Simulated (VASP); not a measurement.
# Pb (Fm-3m) in VASP: notebook

Pb is run at these levels: PBE; tasks: single point.

All numbers are computed with VASP 6.6.1; they aren't measurements. Logs are shortened: lines on timing, memory, paths and dates and some standing lists are left out, and cuts for length are marked.

## 1. The cell of the first run

It takes space group Fm-3m (No. 225, cubic). Conventional cell: a = 5.035 Å, b = 5.035 Å, c = 5.035 Å, α = 90.00°, β = 90.00°, γ = 90.00°. Pb (site symmetry m-3m) has 12 Pb at 3.56 Å within 4.7 Å.

## 2. Single point, PBE

File INCAR:

```
ALGO = Normal
EDIFF = 1E-7
ENCUT = 520
GGA = PE
ISIF = 2
ISMEAR = -1
LASPH = T
LCHARG = F
LREAL = F
LWAVE = F
NBANDS = 13
NELM = 60
PREC = Accurate
SIGMA = 0.1
```

File KPOINTS:

```
k-points
0
Gamma
  11 11 11
```

File POSCAR:

```
Pb
1.0
    0.0000000000      2.5175937382      2.5175937382
    2.5175937382      0.0000000000      2.5175937382
    2.5175937382      2.5175937382      0.0000000000
Pb
1
Direct
    0.0000000000      0.0000000000      0.0000000000
```

Potentials or basis: VASP PAW PBE potentials, release 64 (Pb_d).

Command:

```sh
cat potpaw_PBE.64/Pb_d/POTCAR > POTCAR
mpirun -np 1 vasp_std > vasp.out
```

OUTCAR:

```text
EDIFF = 1E-7
   ENCUT = 520
   GGA = PE
   ISIF = 2
   ISMEAR = -1
   LASPH = T
   LREAL = F
   NELM = 60
   PREC = Accurate

 ion  position               nearest neighbor table
   1  0.000  0.000  0.000-

  LATTYP: Found a face centered cubic cell.
 ALAT       =     5.0351874764

  Lattice vectors:

 A1 = (   0.0000000000,   2.5175937382,   2.5175937382)
 A2 = (   2.5175937382,   0.0000000000,   2.5175937382)
 A3 = (   2.5175937382,   2.5175937382,   0.0000000000)

Analysis of symmetry for initial positions (statically):
=====================================================================
 Subroutine PRICEL returns:
 Original cell was already a primitive cell.

 Routine SETGRP: Setting up the symmetry group for a
 face centered cubic supercell.

 Subroutine GETGRP returns: Found 48 space group operations
 (whereof 48 operations were pure point group operations)
 out of a pool of 48 trial point group operations.

The static configuration has the point symmetry O_h .

Analysis of symmetry for dynamics (positions and initial velocities):
=====================================================================
 Subroutine PRICEL returns:
 Original cell was already a primitive cell.

 Routine SETGRP: Setting up the symmetry group for a
 face centered cubic supercell.

 Subroutine GETGRP returns: Found 48 space group operations
 (whereof 48 operations were pure point group operations)
 out of a pool of 48 trial point group operations.

The dynamic configuration has the point symmetry O_h .

 Subroutine INISYM returns: Found 48 space group operations
 (whereof 48 operations are pure point group operations),
 and found     1 'primitive' translations

----------------------------------------------------------------------------------------

                                     Primitive cell

  volume of cell :      31.9144

  direct lattice vectors                    reciprocal lattice vectors
     0.000000000  2.517593738  2.517593738    -0.198602337  0.198602337  0.198602337
     2.517593738  0.000000000  2.517593738     0.198602337 -0.198602337  0.198602337
     2.517593738  2.517593738  0.000000000     0.198602337  0.198602337 -0.198602337

  length of vectors
     3.560415209  3.560415209  3.560415209     0.343989338  0.343989338  0.343989338

  position of ions in fractional coordinates (direct lattice)
     0.000000000  0.000000000  0.000000000

  ion indices of the primitive-cell ions
   primitive index   ion index
                 1           1

----------------------------------------------------------------------------------------

 KPOINTS: k-points

Automatic generation of k-mesh.
 Grid dimensions read from file:
 generate k-points for:   11   11   11

 Generating k-lattice:

  Cartesian coordinates                     Fractional coordinates (reciprocal lattice)
    -0.018054758  0.018054758  0.018054758     0.090909091  0.000000000  0.000000000
     0.018054758 -0.018054758  0.018054758     0.000000000  0.090909091  0.000000000
     0.018054758  0.018054758 -0.018054758     0.000000000  0.000000000  0.090909091

  Length of vectors
     0.031271758  0.031271758  0.031271758

  Shift w.r.t. Gamma in fractional coordinates (k-lattice)
     0.000000000  0.000000000  0.000000000

 Subroutine IBZKPT returns following result:
 ===========================================

 Found     56 irreducible k-points:

 Following reciprocal coordinates:
            Coordinates               Weight
  0.000000  0.000000  0.000000      1.000000
  0.090909  0.000000  0.000000      8.000000
  0.181818  0.000000  0.000000      8.000000
  0.272727  0.000000  0.000000      8.000000
  0.363636  0.000000  0.000000      8.000000
  0.454545  0.000000  0.000000      8.000000
[... 16 lines left out ...]
 -0.272727  0.181818  0.000000     24.000000
 -0.181818  0.181818  0.000000     12.000000
 [... further k-points ...]
   k-points           NKPTS =     56   k-points in BZ     NKDIM =     56   number of bands    NBANDS=     13
   number of dos      NEDOS =    301   number of ions     NIONS =      1
   total plane-waves  NPLWV =  21952
   dimension x,y,z NGX =    28 NGY =   28 NGZ =   28
   dimension x,y,z NGXF=    56 NGYF=   56 NGZF=   56
   ions per type =               1
   NGX,Y,Z   is equivalent  to a cutoff of  13.07, 13.07, 13.07 a.u.
   NGXF,Y,Z  is equivalent  to a cutoff of  26.15, 26.15, 26.15 a.u.
 SYSTEM =  unknown system
   PREC   = accura    normal or accurate (medium, high low for compatibility)
   ISTART =      0    job   : 0-new  1-cont  2-samecut
   ICHARG =      2    charge: 1-file 2-atom 10-const
   ISPIN  =      1    spin polarized calculation?
   LNONCOLLINEAR =      F non collinear calculations
   LSORBIT =      F    spin-orbit coupling
   LASPH  =      T    aspherical Exc in radial PAW
   ENCUT  =  520.0 eV  38.22 Ry    6.18 a.u.   6.62  6.62  6.62*2*pi/ulx,y,z
   NELM   =     60;   NELMIN=  2; NELMDL= -5     # of ELM steps
   EDIFF  = 0.1E-06   stopping-criterion for ELM
   LREAL  =      F    real-space projection
   EDIFFG = 0.1E-05   stopping-criterion for IOM
   NSW    =      0    number of steps for IOM
   IBRION =     -1    ionic relax: 0-MD 1-quasi-New 2-CG
   NFREE  =      0    steps in history (QN), initial steepest desc. (CG)
   ISIF   =      2    stress and relaxation
   ISYM   =      2    0-nonsym 1-usesym 2-fastsym
   POTIM  = 0.5000    time-step for ionic-motion
   TEBEG  =    0.0;   TEEND  =   0.0 temperature during run
   PSTRESS=    0.0 pullay stress
   NELECT =      14.0000    total number of electrons
   NUPDOWN=      -1.0000    fix difference up-down
   EMIN   =  10.00;   EMAX   =-10.00  energy-range for DOS
   EFERMI =   0.00;   METHOD = LEGACY
   ISMEAR =    -1;   SIGMA  =   0.10  broadening in eV -4-tet -1-fermi 0-gaus
   EFERMI_NEDOS =   21; number of points for ismear=-14 and -15
   IALGO  =     38    algorithm
   IMIX   =      4    mixing-type and parameters
     AMIX     =   0.40;   BMIX     =  1.00
     AMIX_MAG =   1.60;   BMIX_MAG =  1.00
  volume/ion in A,a.u.               =      31.91       215.37
  Fermi-wavevector in a.u.,A,eV,Ry     =   1.243909  2.350647 21.052417  1.547309
  Thomas-Fermi vector in A             =   2.378199
   LORBIT       =      0    0 simple, 1 ext, 2 COOP (PROOUT), +10 PAW based schemes
   GGA     = PE    functional components
   LHFCALC =     F    Hartree Fock is set to
   AEXX    =    0.0000 exact exchange contribution
   IVDW    =     0    specifies the selected vdW correction
   LEPSILON=     F    determine dielectric tensor
   LRPA    =     F    only Hartree local field effects (RPA)
 non-spin polarized calculation
  energy-cutoff  :      520.00
  volume of cell :       31.91
 maximum number of plane-waves:       881
   NGX = 13   NGY = 13   NGZ = 13

 number of electron      14.0000003 magnetization

 Free energy of the ion-electron system (eV)
  ---------------------------------------------------
  ext. energy  EPLUGINS =         0.00000000
  ---------------------------------------------------
  free energy    TOTEN  =        -3.57271251 eV

  energy without entropy =       -3.55683670  energy(sigma->0) =       -3.56477460

 E-fermi :   6.7540     XC(G=0):  -9.9420

 val. band max:        6.6823073154   @ k =   0.3636   0.2727   0.0000
 cond. band min:       6.7736306860   @ k =   0.2727   0.0000   0.0000
 fundamental gap:      0.0913233705
 Fermi energy:         6.7539637417

 k-point     1 :       0.0000    0.0000    0.0000
  band No.  band energies     occupation
      1     -10.3196      2.00000
      2     -10.3196      2.00000
      3     -10.3196      2.00000
      4     -10.2006      2.00000
      5     -10.2006      2.00000
      6      -4.6963      2.00000
      7      13.7409      0.00000
      8      13.7409      0.00000
      9      13.7409      0.00000
     10      16.4487      0.00000
     11      17.4156      0.00000
     12      18.8367      0.00000
     13      18.8367      0.00000

 k-point     2 :       0.0909    0.0000    0.0000
  band No.  band energies     occupation
      1     -10.3196      2.00000
      2     -10.3097      2.00000
      3     -10.3097      2.00000
      4     -10.2009      2.00000
      5     -10.2009      2.00000
      6      -4.5457      2.00000
      7      12.0697      0.00000
      8      13.5573      0.00000
      9      13.5573      0.00000
     10      16.0698      0.00000
     11      18.2347      0.00000
     12      19.1651      0.00000
     13      19.1651      0.00000

 k-point     3 :       0.1818    0.0000    0.0000
  band No.  band energies     occupation
      1     -10.3208      2.00000
      2     -10.2920      2.00000
      3     -10.2920      2.00000
      4     -10.1924      2.00000
      5     -10.1924      2.00000
      6      -4.0951      2.00000
      7       9.3678      0.00000
      8      13.1279      0.00000
      9      13.1279      0.00000
     10      15.6618      0.00000
     11      18.9011      0.00000
     12      19.3737      0.00000
     13      19.3740      0.00000
[... 305 lines left out ...]
 k-point    23 :      -0.2727    0.1818    0.0000
  band No.  band energies     occupation
      1     -10.3080      2.00000
      2     -10.2944      2.00000
      3     -10.2426      2.00000
      4     -10.1772      2.00000
      5     -10.1271      2.00000
      6      -2.2558      2.00000
      7       5.6324      1.99997
      8       8.3778      0.00000
      9      12.3086      0.00000
     10      15.2557      0.00000
     11      18.1002      0.00000
     12      18.9625      0.00000
     13      20.4219      0.00000

 k-point    24 :      -0.1818    0.1818    0.0000
  band No.  band energies     occupation
      1     -10.3122      2.00000
      2     -10.2901      2.00000
      3     -10.2376      2.00000
      4     -10.2246      2.00000
      5     -10.1385      2.00000
      6      -3.1177      2.00000
      7       7.4169      0.00264
      8       9.1374      0.00000
      9      13.1559      0.00000
     10      16.2484      0.00000
     11      17.6027      0.00000
     12      18.7799      0.00000
     13      19.1806      0.00000

 [... further k-points ...]

------------------------ aborting loop because EDIFF is reached ----------------------------------------

  FORCE on cell =-STRESS in cart. coord.  units (eV):
  Direction    XX          YY          ZZ          XY          YZ          ZX
  --------------------------------------------------------------------------------------
  -------------------------------------------------------------------------------------
  Total       -0.0122730     -0.0122730     -0.0122730     -0.0000000     -0.0000000      0.0000000
  in kB       -0.6161324     -0.6161324     -0.6161324     -0.0000000     -0.0000000      0.0000000
  external PRESSURE =      -0.6161324 kB  Pullay stress =       0.0000000 kB

 VOLUME and BASIS-vectors are now :
 -----------------------------------------------------------------------------
  energy-cutoff  :      520.00
  volume of cell :       31.91
      direct lattice vectors                 reciprocal lattice vectors
     0.000000000  2.517593738  2.517593738    -0.198602337  0.198602337  0.198602337
     2.517593738  0.000000000  2.517593738     0.198602337 -0.198602337  0.198602337
     2.517593738  2.517593738  0.000000000     0.198602337  0.198602337 -0.198602337

 POSITION                                       TOTAL-FORCE (eV/Angst)
 -----------------------------------------------------------------------------------
      0.00000      0.00000      0.00000         0.000000      0.000000      0.000000
 -----------------------------------------------------------------------------------
    total drift:                               -0.000000     -0.000000     -0.000000

  FREE ENERGIE OF THE ION-ELECTRON SYSTEM (eV)
  ---------------------------------------------------
  free  energy   TOTEN  =        -3.5727125091 eV

  energy  without entropy=       -3.5568366991  energy(sigma->0) =       -3.56477460
```

It took 28 s on 1 thread of Intel Xeon Platinum 8488C (Sapphire Rapids), shared host; peak memory 0.16 GiB.

What came out:

| Property | Result |
| --- | --- |
| Free energy | -3.5727 eV |
| Pressure | -0.1 GPa |
| Band gap on the k mesh | zero (band 7 reaches 13.74 eV, above the bottom of band 8 at 5.37 eV) |

Caveat: spin-orbit coupling is left out, which moves the levels of the heavy elements.

## 3. Single point, PBE

File INCAR:

```
PREC     = Accurate       # precision mode
ENCUT    = 520            # plane-wave cutoff, eV
EDIFF    = 1E-6           # SCF threshold, eV
ISMEAR   = -1             # smearing method
SIGMA    = 0.01           # smearing width, eV
LREAL    = False          # projectors in reciprocal space
LASPH    = True           # aspherical terms in the spheres
NELM     = 100            # most SCF steps
ALGO     = Normal         # electronic algorithm
ISIF     = 2              # what is computed and relaxed
LWAVE    = False          # write WAVECAR
LCHARG   = False          # write CHGCAR
GGA      = PE             # functional
NBANDS   = 13             # bands
```

File KPOINTS:

```
regular mesh
0
Gamma
  11 11 11
```

POSCAR is that of step 2.

Potentials or basis: VASP PAW PBE potentials, release 64 (Pb_d).

Command:

```sh
cat potpaw_PBE.64/Pb_d/POTCAR > POTCAR
mpirun -np 1 vasp_std > vasp.out
```

It took 28 s on 1 thread of Intel Xeon Platinum 8488C (Sapphire Rapids), shared host; peak memory 0.16 GiB.

The run converged. Its results:

* Free energy: -3.5660 eV
* Pressure: -0.2 GPa
* Band gap on the k mesh: zero (band 7 reaches 13.74 eV, above the bottom of band 8 at 5.37 eV)

Levels at points of the mesh, in eV from the Fermi level:
| k point | band 5 | band 6 | band 7 | band 8 | band 9 | band 10 |
| --- | --- | --- | --- | --- | --- | --- |
| (0.00, 0.00, 0.00) | -16.90 | -11.39 | 7.05 | 7.05 | 7.05 | 9.75 |

Caveat: spin-orbit coupling is left out, which moves the levels of the heavy elements.
